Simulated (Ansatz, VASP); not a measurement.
**MoS2: VASP beside Ansatz**

File INCAR:

```
SYSTEM = MoS2
ALGO = Normal
EDIFF = 1E-6
ENCUT = 520
GGA = PE
ISIF = 2
ISMEAR = 0
LASPH = .TRUE.
LCHARG = .TRUE.
LELF = .TRUE.
LREAL = .FALSE.
LVHAR = .TRUE.
LWAVE = .FALSE.
NBANDS = 20
NELM = 100
PREC = Accurate
SIGMA = 0.01
```

KPOINTS

```
k-points
0
G
  8 8 8
  0 0 0
```

Contents of POSCAR:

```
MoS2
1.0
    1.5875907347      0.9165959380      6.1939395993
   -1.5875907347      0.9165959380      6.1939395993
    0.0000000000     -1.8331918760      6.1939395993
Mo S
1 2
Direct
   -0.0000146007     -0.0000146007     -0.0000146007
    0.4170015121      0.4170015121      0.4170015121
    0.2496797553      0.2496797553      0.2496797553
```

Input for Ansatz:

```yaml
crystal:
  lattice:
    - [1.5875907347, 0.916595938, 6.1939395993]
    - [-1.5875907347, 0.916595938, 6.1939395993]
    - [0.0, -1.833191876, 6.1939395993]
  atoms:
    - { symbol: Mo, position: [-1.46007e-05, -1.46007e-05, -1.46007e-05] }
    - { symbol: S, position: [0.4170015121, 0.4170015121, 0.4170015121] }
    - { symbol: S, position: [0.2496797553, 0.2496797553, 0.2496797553] }
kpoints:
  mp_grid: { grid: [8, 8, 8] }
hamiltonian:
  xc: pbe
scf:
  occupations: { method: fixed }
output:
  optics:
    e_range: [0, 12]
    de: 0.05
    sigma: 0.1
    bands: { spectra_wanted_up_to: 12 }
    scissors: 0.457
  write_density: true
  write_potential: true
  elf: true
  volumetric_format: npy
```

Alike in both runs: task single point; functional PBE; k mesh 8 × 8 × 8; no spin polarisation.

|  | VASP | Ansatz |
| --- | --- | --- |
| version | VASP 6.6.1 | Ansatz 0.2.0 |
| potentials or method | VASP PAW PBE potentials, release 64 (Mo_sv, S) | plane waves, PAW |
| plane-wave cutoff (eV) | 520 | 420 |
| occupations | gaussian, width 0.01 eV | fixed |
| valence electrons in the cell | 26 | 26 |

|  | VASP | Ansatz | Ansatz less VASP |
| --- | --- | --- | --- |
| gap on the k mesh at the Fermi level (eV) | 1.06 | 1.04 | -0.015 |
